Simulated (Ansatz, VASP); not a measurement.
# MgS in VASP and in Ansatz

File INCAR:

```
ALGO = Normal ; EDIFF = 1E-6
ENCUT = 600 ; GGA = PE
GGA_COMPAT = F ; ISIF = 2
ISMEAR = 0 ; LASPH = T
LCHARG = F ; LREAL = F
LWAVE = F ; NBANDS = 16
NELM = 120 ; PREC = Accurate
SIGMA = 0.1
```

File KPOINTS:

```
k-points
0
Gamma
  6 6 2
```

POSCAR

```
MgS
1.0
    4.0346224068      0.0000000000      0.0000000000
   -2.0173112034      3.4940854990      0.0000000000
    0.0000000000      0.0000000000      6.4322941800
Mg S
2 2
Direct
    0.6666666667      0.3333333333      0.4957548500
    0.3333333333      0.6666666667      0.9957548500
    0.3333333333      0.6666666667      0.3792441500
    0.6666666667      0.3333333333      0.8792441500
```

Input for Ansatz:

```yaml
crystal:
  lattice:
    - [4.0346224068, 0.0, 0.0]
    - [-2.0173112034, 3.494085499, 0.0]
    - [0.0, 0.0, 6.43229418]
  atoms:
    - { symbol: Mg, position: [0.6666666667, 0.3333333333, 0.49575485] }
    - { symbol: Mg, position: [0.3333333333, 0.6666666667, 0.99575485] }
    - { symbol: S, position: [0.3333333333, 0.6666666667, 0.37924415] }
    - { symbol: S, position: [0.6666666667, 0.3333333333, 0.87924415] }
basis:
  ecutwfc: 420
kpoints:
  mp_grid: { grid: [6, 6, 2] }
hamiltonian:
  xc: pbe
scf:
  occupations: { method: gaussian, width: 0.1 }
  mixing: { beta: 0.9, preconditioner: local_kerker }
  initial_density: { chi_scale: 0, normalization: atom }
  max_iter: 81
output:
  forces: true
  stress: true
  eigenvalues: true
```

Alike in both runs: task single point; functional PBE; k mesh 6 × 6 × 2; occupations gaussian, width 0.1 eV; no spin polarisation.

```csv
,VASP,Ansatz
version,VASP 6.6.1,Ansatz 0.2.0
potentials or method,"VASP PAW PBE potentials, release 64 (Mg, S), cutoff 600 eV","scalar-relativistic, plane waves, PAW"
valence electrons in the cell,16,32
```

VASP gave:

```
gap on the k mesh at the Fermi level (eV)                     : 3.43
least direct gap on the mesh (eV)                             : 3.43
pressure (GPa)                                                : 0.9
traceless stress, the component that is largest in VASP (GPa) : -0.17
rms of the force components (eV/Å)                            : 0.028
```

Problem. What did Ansatz give for the same quantities?

Solution. gap on the k mesh at the Fermi level (eV): 3.44; least direct gap on the mesh (eV): 3.44; pressure (GPa): 1.1; traceless stress, the component that is largest in VASP (GPa): -0.18; rms of the force components (eV/Å): 0.028.

Atom by atom the forces differ by 0.001 eV/Å (rms over components). With one functional, cell and mesh, what is left measures potentials, basis and numerics. VASP's potentials hold 16 valence electrons a cell and Ansatz's 32, so a difference there can come from the potentials and not from the codes.

The k mesh is coarse, so the values compare programs but aren't converged.
